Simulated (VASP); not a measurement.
# Si16O33 (a cell with a defect) in VASP: single point with PBE

Aim: the single point of Si16O33 (a cell with a defect) with PBE.

Program: VASP 6.6.1. These are calculated values, not measurements. Logs are shortened: lines on timing, memory, paths and dates and some standing lists are left out, and cuts for length are marked.

### 1 The cell of the first run

The cell holds a defect, 49 atoms: a = 8.622 Å, b = 8.622 Å, c = 6.952 Å, α = 88.95°, β = 88.95°, γ = 90.05°.

### 2 Single point, PBE, collinear spin

INCAR reads:

```
SYSTEM = Si16O33
PREC = Accurate ; ENCUT = 520
EDIFF = 1E-6 ; ISMEAR = -1
SIGMA = 0.02 ; LREAL = Auto
LASPH = .True. ; NELM = 150
ALGO = Normal ; ISIF = 2
LWAVE = .False. ; LCHARG = .False.
ISPIN = 2 ; MAGMOM = 0 0 0 0 0 0 0 0 0 0 0 0 0 0 0 0 0 0 0 0.27 0 0 0 0 0 0 0 0 0 0 0 0 0 0 0 0 0 0 0 0 0 0 0 0 0.15 0 0.11 0 1.05
LORBIT = 11 ; GGA = PE
NBANDS = 165
```

KPOINTS reads:

```
regular mesh
0
Gamma
  1 1 2
  0 0 0
```

POSCAR reads:

```
Si16O33
1.0
    0.1586610000      6.0993000000      6.0923650000
    0.1586610000     -6.0993000000      6.0923650000
    6.9520000000      0.0000000000      0.0000000000
Si O
16 33
Direct
    0.1652389423      0.8994707394      0.6741473097
    0.3718202008      0.0587350926      0.1063704929
    0.3376304181      0.6023001343      0.8710543266
    0.1372134485      0.4124581487      0.3900731523
    0.3689440348      0.1791025776      0.5047103533
    0.5590051785      0.3898874109      0.7484965122
    0.1528158339      0.2998491000      0.9768958183
    0.9245802528      0.1114213657      0.7604325298
    0.6614902825      0.3847044218      0.1574956418
    0.8639174802      0.5468647037      0.6360132175
    0.8192348458      0.0918235035      0.3546390350
    0.6570918862      0.9292214749      0.8819784142
    0.8854170647      0.6644900731      0.0046015799
    0.0653526184      0.8734289550      0.2568400427
    0.6155371530      0.7963611820      0.4929929227
    0.4254829101      0.6121272791      0.2854677402
    0.7567460094      0.2442445748      0.2363322544
    0.5350142877     -0.0122616292      0.0468727762
   -0.0053907235      0.7178234159      0.1555760524
    0.4251998509      0.7489747103      0.4353717333
    0.5577559051      0.3566180696      0.9828861494
    0.4091229787      0.1716367098      0.2736415545
    0.9046582265      0.1571790075      0.5378923824
    0.0930983061      0.3205998226      0.2013323132
    0.3040296786      0.0184559243      0.5897632497
    0.2350570677      0.9426136726      0.1795525867
    0.2406497007      0.4499688029      0.8912148702
    0.2686139885      0.5409895070      0.3290056818
    0.2865187311      0.1644391482      0.9445987589
    0.0360319517      0.9645975248      0.8194676534
    0.2119278078      0.2815915397      0.5287108353
    0.4565140608      0.5431141624      0.6986331971
    0.2529113279      0.7657078783      0.7977682477
   -0.0349219222      0.4821374124      0.4538613842
    0.5185272224      0.2321828878      0.6303497674
    0.9974771908      0.2606713279      0.8522412109
    0.1036950992      0.8097925202      0.4774115565
    0.9801123461      0.6058234933      0.8169985377
    0.4239790381      0.6503820680      0.0664327952
    0.5608999642      0.8369808259      0.7174066220
    0.7736771497      0.5209268341      0.0553217545
    0.7425817002      0.4048052341      0.7091418932
    0.6939445437      0.9717961005      0.4395155241
    0.7459126002      0.0889027794      0.8356943839
    0.7692863061      0.6893918920      0.5369770797
    0.5568461609      0.4732300082      0.3479095347
    0.7661850660      0.7889909617     -0.0616291404
    0.9511548473      0.0088335973      0.2147133592
    0.6243415352      0.7300421894      0.2567192353
```

Potentials or basis: VASP PAW PBE potentials, release 64 (Si, O).

On the command line:

```sh
> cat potpaw_PBE.64/Si/POTCAR potpaw_PBE.64/O/POTCAR > POTCAR
> mpirun -np 1 vasp_std > vasp.out
```

OUTCAR:

```text
SYSTEM = Si16O33
   PREC = Accurate
   ENCUT = 520
   EDIFF = 1E-6
   ISMEAR = -1
   LREAL = Auto
   LASPH = .True.
   NELM = 150
   ISIF = 2
   ISPIN = 2
   LORBIT = 11
   GGA = PE

 ion  position               nearest neighbor table
   1  0.165  0.899  0.674-  30 1.60  33 1.62  25 1.67  37 1.68   8 2.83  14 3.05
   2  0.372  0.059  0.106-  22 1.57  18 1.59  26 1.62  29 1.62   7 2.95   5 2.97  12 3.11
   3  0.338  0.602  0.871-  27 1.56  39 1.62  32 1.65  33 1.66   6 2.78  16 3.00   7 3.12
   4  0.137  0.412  0.390-  24 1.60  31 1.61  28 1.63  34 1.66   5 2.95   7 3.05  16 3.09  10 3.12

   5  0.369  0.179  0.505-  25 1.59  31 1.63  22 1.64  35 1.64   4 2.95   2 2.97   6 3.01
   6  0.559  0.390  0.748-  42 1.61  32 1.63  35 1.64  21 1.65   3 2.78   9 2.99   5 3.01  10 3.04
[... 46 lines left out ...]
  48  0.951  0.009  0.215-  14 1.56  11 1.65
  49  0.624  0.730  0.257-  15 1.75  16 2.00

  LATTYP: Found a base centered monoclinic cell.
 ALAT       =    12.1888612440
 B/A-ratio  =     1.0007989882
 C/A-ratio  =     0.5703568086
 COS(beta)  =    -0.0260337692

  Lattice vectors:

 A1 = (  -0.1586610000,  -6.0993000000,  -6.0923650000)
 A2 = (  -0.1586610000,   6.0993000000,  -6.0923650000)
 A3 = (   6.9520000000,   0.0000000000,   0.0000000000)

Analysis of symmetry for initial positions (statically):
=====================================================================
 Subroutine PRICEL returns:
 Original cell was already a primitive cell.

 Routine SETGRP: Setting up the symmetry group for a
 base centered monoclinic supercell.

 Subroutine GETGRP returns: Found  1 space group operations
 (whereof  1 operations were pure point group operations)
 out of a pool of  4 trial point group operations.

The static configuration has the point symmetry C_1 .

Analysis of symmetry for dynamics (positions and initial velocities):
=====================================================================
 Subroutine PRICEL returns:
 Original cell was already a primitive cell.

 Routine SETGRP: Setting up the symmetry group for a
 base centered monoclinic supercell.

 Subroutine GETGRP returns: Found  1 space group operations
 (whereof  1 operations were pure point group operations)
 out of a pool of  4 trial point group operations.

The dynamic configuration has the point symmetry C_1 .

Analysis of structural, dynamic, and magnetic symmetry:
=====================================================================
 Subroutine PRICEL returns:
 Original cell was already a primitive cell.

 Routine SETGRP: Setting up the symmetry group for a
[... 219 lines left out ...]
  ---------------------------------------------------
  free energy    TOTEN  =      -371.77743793 eV

  energy without entropy =     -371.77682039  energy(sigma->0) =     -371.77712916

 E-fermi :   3.4552     XC(G=0): -10.3003

 val. band max:        3.3373695945   @ k =   0.0000   0.0000   0.0000
 cond. band min:       3.5666440503   @ k =  -0.0000  -0.0000   0.5000
 fundamental gap:      0.2292744558
 Fermi energy:         3.4551858587

 spin component 1

 k-point     1 :       0.0000    0.0000    0.0000
  band No.  band energies     occupation
      1     -17.3541      1.00000
      2     -16.7978      1.00000
      3     -16.4431      1.00000
      4     -16.2689      1.00000
      5     -16.1244      1.00000
      6     -16.0783      1.00000
[... 281 lines left out ...]
    142      11.5739      0.00000
    143      11.7399      0.00000
 Fermi energy:         3.4551858587

 spin component 2

 k-point     1 :       0.0000    0.0000    0.0000
  band No.  band energies     occupation
      1     -17.0438      1.00000
      2     -16.6199      1.00000
      3     -16.3579      1.00000
      4     -16.2088      1.00000
      5     -16.1074      1.00000
      6     -16.0640      1.00000
[... 281 lines left out ...]
    142      11.5875      0.00000
    143      11.7582      0.00000
 [bands above 143 left out]

------------------------ aborting loop because EDIFF is reached ----------------------------------------

  FORCE on cell =-STRESS in cart. coord.  units (eV):
  Direction    XX          YY          ZZ          XY          YZ          ZX
  --------------------------------------------------------------------------------------
  -------------------------------------------------------------------------------------
  Total       43.4524284     36.0378182     41.2759035      1.1478889     -0.5534319      8.9091239
  in kB      134.7469570    111.7540842    127.9975044      3.5596292     -1.7162048     27.6273936
  external PRESSURE =     124.8328486 kB  Pullay stress =       0.0000000 kB

 VOLUME and BASIS-vectors are now :
 -----------------------------------------------------------------------------
  energy-cutoff  :      520.00
  volume of cell :      516.66
      direct lattice vectors                 reciprocal lattice vectors
     0.158661000  6.099300000  6.092365000     0.000000000  0.081976620  0.082069935
     0.158661000 -6.099300000  6.092365000     0.000000000 -0.081976620  0.082069935
     6.952000000  0.000000000  0.000000000     0.143843498  0.000000000 -0.003746058

 POSITION                                       TOTAL-FORCE (eV/Angst)
 -----------------------------------------------------------------------------------
      4.85560     -4.47830      6.48660        -1.940748      3.679533      0.849421
      0.80780      1.90960      2.62310        -1.019296     -0.507426     -1.733917
      6.20470     -1.61430      5.72640        -1.077069     -2.316974      2.807055
      2.79900     -1.67880      3.34880         0.035746     -1.339419     -0.007411
      3.59570      1.15790      3.33890         0.368063      0.001453     -0.134101
      5.35410      1.03150      5.78100         0.126179      1.505345     -0.104535
[... 41 lines left out ...]
      1.64500      5.74750      5.84860         0.320856     -3.263488     -0.427933
      1.99960     -0.64470      8.25140         0.341499      0.314031      0.578496
 -----------------------------------------------------------------------------------
    total drift:                                0.020367      0.015526     -0.011365

  FREE ENERGIE OF THE ION-ELECTRON SYSTEM (eV)
  ---------------------------------------------------
  free  energy   TOTEN  =      -371.7774379256 eV

  energy  without entropy=     -371.7768203876  energy(sigma->0) =     -371.77712916

 total charge

# of ion       s       p       d       tot
------------------------------------------
    1        0.637   0.961   0.000   1.598
    2        0.657   1.044   0.000   1.701
    3        0.643   0.994   0.000   1.637
    4        0.646   0.993   0.000   1.639
    5        0.648   0.995   0.000   1.643
    6        0.651   0.987   0.000   1.638
[... 41 lines left out ...]
   48        1.562   3.705   0.000   5.267
   49        1.617   3.280   0.000   4.897
--------------------------------------------------
tot         61.833 137.390   0.000 199.223

 magnetization (x)

# of ion       s       p       d       tot
------------------------------------------
    1       -0.000   0.000   0.000  -0.000
    2       -0.000   0.000   0.000   0.000
    3       -0.000  -0.000   0.000  -0.000
    4        0.000  -0.000   0.000  -0.000
    5       -0.000  -0.000   0.000  -0.000
    6        0.000   0.000   0.000   0.000
[... 41 lines left out ...]
   48        0.000   0.000   0.000   0.000
   49        0.010   0.873   0.000   0.883
--------------------------------------------------
tot          0.013   1.696   0.000   1.709
```

Run time: 18 min. Hardware: 1 thread of Oxide Virtual Turin-like, shared host; peak memory 0.74 GiB.

Results:

- Free energy: -371.7774 eV
- Pressure: 12.5 GPa
- Largest force: 6.438 eV/Å
- Band gap on the k mesh: 0.23 eV
- Net moment: 2.00 μB per cell
- Site moments: Si -0.00, +0.00, -0.01 (each value once); O +0.00, +0.01, +0.34, +0.03, +0.04, +0.08, +0.18, +0.88 (each value once) μB
- Valence electrons inside the program's atomic spheres: Si 1.60, 1.70, 1.64, 1.61, 1.69, 1.57, 1.68, 1.81, 1.63, 1.56, 1.79 (each value once); O 5.28, 5.26, 5.32, 5.14, 5.30, 5.25, 5.24, 5.31, 5.34, 5.23, 5.22, 5.21, 5.18, 5.19, 5.09, 5.33, 5.27, 4.90 (each value once)

Forces in eV/Å, atoms in the order of the input:
```
Si  -1.941  3.680  0.849
Si  -1.019 -0.507 -1.734
Si  -1.077 -2.317  2.807
Si   0.036 -1.339 -0.007
Si   0.368  0.001 -0.134
Si   0.126  1.505 -0.105
Si   0.212  0.299 -0.957
Si   0.308 -1.280 -0.341
Si   1.816 -1.811  3.246
Si   0.170  0.708 -0.348
Si  -0.958 -0.556  0.430
Si  -0.649 -1.024 -2.221
Si  -2.173  0.274 -3.469
Si   0.503  3.949  0.860
Si   1.176 -0.694  1.315
Si   0.136  3.450  2.132
O    0.802  1.658 -0.978
O   -0.386  0.793 -0.514
O    3.628  1.294  4.151
O    1.230 -0.779  2.683
O   -2.190 -1.083 -2.908
O    3.024 -0.467  1.690
O   -0.202  1.058  0.722
O   -2.489  0.599 -0.287
O    0.738  0.316 -1.890
O    0.050  0.607 -1.476
O    0.692 -0.705 -1.812
O    1.391 -1.987 -5.964
O   -0.259 -0.929 -0.078
O   -0.719 -0.993 -0.260
O    0.670 -0.751  0.978
O    0.567  0.586  0.166
O    0.538  1.187 -0.707
O    0.830  1.437  0.985
O   -0.437 -1.252 -0.562
O    1.438  0.248  1.857
O    0.405 -1.821  0.230
O   -2.544 -0.262 -1.240
O   -3.794 -0.691 -0.293
O    0.098 -0.870  1.005
O    2.207  0.879 -1.153
O   -1.239 -0.307  2.485
O   -0.668 -0.349 -1.036
O    0.113  1.030  0.578
O    0.627  0.526 -0.080
O   -2.197  1.193 -0.019
O    0.380 -1.552  1.252
O    0.321 -3.263 -0.428
O    0.341  0.314  0.578
```

Stress tensor (GPa, compression positive):
```
13.47  0.36  2.76
 0.36 11.18 -0.17
 2.76 -0.17 12.80
```

Caveat: the k points lie up to 0.73 Å⁻¹ apart.
